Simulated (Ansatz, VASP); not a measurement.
One calculation of Au, two programs

File INCAR:

```
  ALGO = Normal
  EDIFF = 1E-6
  ENCUT = 520
  GGA = PS
  ISIF = 2
  ISMEAR = -1
  LASPH = True
  LCHARG = False
  LREAL = False
  LWAVE = False
  NBANDS = 12
  NELM = 60
  PREC = Accurate
  SIGMA = 0.15
```

KPOINTS

```
k-points
0
Gamma
  20 20 20
```

The input POSCAR:

```
Au
1.0
   -1.6324790817      1.6324790817      1.6324790817
    1.6324790817     -1.6324790817      1.6324790817
    1.6324790817      1.6324790817     -1.6324790817
Au
1
Direct
    0.0000000000      0.0000000000      0.0000000000
```

Input for Ansatz:

```yaml
crystal:
  lattice:
    - [-1.6324790817, 1.6324790817, 1.6324790817]
    - [1.6324790817, -1.6324790817, 1.6324790817]
    - [1.6324790817, 1.6324790817, -1.6324790817]
  atoms:
    - { symbol: Au, position: [0.0, 0.0, 0.0] }
basis:
  ecutwfc: 420
kpoints:
  mp_grid: { grid: [20, 20, 20] }
hamiltonian:
  xc: pbesol
scf:
  occupations: { method: fermi_dirac, width: 0.15 }
output:
  forces: true
  stress: true
  eigenvalues: true
```

Alike in both runs: task single point; functional PBEsol; k mesh 20 × 20 × 20; occupations fermi-dirac, width 0.15 eV; no spin polarisation.

|  | VASP | Ansatz |
| --- | --- | --- |
| version | VASP 6.6.1 | Ansatz 0.2.0 |
| potentials or method | VASP PAW PBE potentials, release 64 (Au), cutoff 520 eV | scalar-relativistic, plane waves, PAW |
| valence electrons in the cell | 11 | 19 |

|  | VASP | Ansatz | Ansatz less VASP |
| --- | --- | --- | --- |
| gap on the k mesh at the Fermi level (eV) | none | none | - |
| pressure (GPa) | -3.5 | -3.2 | +0.27 |

VASP's potentials were made for PBE, not for PBEsol. A gap of «none» marks a metal or a gap that the smearing closes. VASP's potentials hold 11 valence electrons a cell and Ansatz's 19, so a difference there can come from the potentials and not from the codes.

Neither program's run includes spin-orbit coupling.
